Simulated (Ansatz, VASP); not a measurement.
## TiAl: VASP beside Ansatz

```
Ti Al
1.0
     2.86726    0.00000    0.00000
    -1.43363    2.43346    0.00000
     0.00000    0.00000    4.67808
Ti Al
1 1
Direct
  0.00000 0.00000 0.00000
  0.33333 0.66667 0.50000
```

Change from the starting cell: strain -0.0200 x Voigt [0, 1, 0, 0, 0, 0], atoms carried along.

Alike in both runs: task single point; functional PBEsol; k mesh 18 × 18 × 10; occupations gaussian, width 0.15 eV; no spin polarisation.

```csv
,VASP,Ansatz
version,VASP 6.6.1,Ansatz 0.2.0
potentials or method,"VASP PAW PBE potentials, release 64 (Ti_sv, Al), cutoff 520 eV","scalar-relativistic, plane waves, PAW"
valence electrons in the cell,15,15
```

|  | VASP | Ansatz | Ansatz less VASP |
| --- | --- | --- | --- |
| gap on the k mesh at the Fermi level (eV) | none | none | - |
| pressure (GPa) | -0.9 | -0.8 | +0.12 |
| traceless stress, the component that is largest in VASP (GPa) | -1.68 | -1.75 | -0.070 |
| rms of the force components (eV/Å) | 0.037 | 0.037 | 0.0000 |

VASP's potentials were made for PBE, not for PBEsol. Atom by atom the forces differ by 0.000 eV/Å (rms over components). A gap of «none» marks a metal or a gap that the smearing closes. With one functional, cell and mesh, what is left measures potentials, basis and numerics.
